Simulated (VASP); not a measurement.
Input of a VASP 6.6.1 run:

File INCAR:

```
PREC = Accurate
ENCUT = 520
EDIFF = 1E-7
ISMEAR = -1
SIGMA = 0.05
LREAL = False
LASPH = True
NELM = 60
ALGO = Normal
ISIF = 2
LWAVE = False
LCHARG = True
LELF = True
LVHAR = True
NBANDS = 16
```

KPOINTS

```
Automatic mesh
0
Gamma
  13 13 13
```

Contents of POSCAR:

```
CdTe
1.0
    0.0000000000      2.6579918931      2.6579918931
    2.6579918931      0.0000000000      2.6579918931
    2.6579918931      2.6579918931      0.0000000000
Cd Te
1 1
Direct
    0.0000000000      0.0000000000      0.0000000000
    0.5000000000      0.5000000000      0.5000000000
```

Potentials or basis: VASP PAW LDA potentials, release 64 (Cd, Te).

Launch:

```sh
$ cat potpaw_LDA.64/Cd/POTCAR potpaw_LDA.64/Te/POTCAR > POTCAR
$ mpirun -np 1 vasp_std > vasp.out
```

(1) Estimate the pressure.

(2) What does it give for the band gap on the k mesh?

Results:

(1) 47.4 GPa.

(2) zero (bands 9 and 10 overlap by 1.96 eV).

Caveat: the cell stands under pressure; spin-orbit coupling is left out, which moves the levels of the heavy elements.
